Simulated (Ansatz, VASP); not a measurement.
InRu2 in VASP and in Ansatz

```
In Ru
1.0
    -1.43395    1.43395    5.84471
     1.43395   -1.43395    5.84471
     1.43395    1.43395   -5.84471
In Ru
1 2
Direct
  0.00000 0.00000 0.00000
  0.68119 0.68119 0.00000
  0.31881 0.31881 0.00000
```

Change from the starting cell: the structure that the rattled cell fell into.

Alike in both runs: task relaxation of cell and atoms; functional PBE; k mesh 8 × 8 × 8; occupations gaussian, width 0.1 eV; no spin polarisation.

```csv
,VASP,Ansatz
version,VASP 6.6.1,Ansatz 0.2.0
potentials or method,"VASP PAW PBE potentials, release 64 (In_d, Ru_pv), cutoff 600 eV","scalar-relativistic, plane waves, PAW"
valence electrons in the cell,41,45
```

```csv
,VASP,Ansatz,Ansatz less VASP
"gap on the k mesh at the Fermi level, each at its own relaxed structure (eV)",none,none,-
relaxed volume (Å³/atom),16.01,16.01,0.000
relaxed cell length with the largest relative difference (Å),6.192,6.192,-0.0001
```

A gap of «none» marks a metal or a gap that the smearing closes. VASP's potentials hold 41 valence electrons a cell and Ansatz's 45, so a difference there can come from the potentials and not from the codes.

The k mesh is coarse, so the values compare programs but aren't converged.
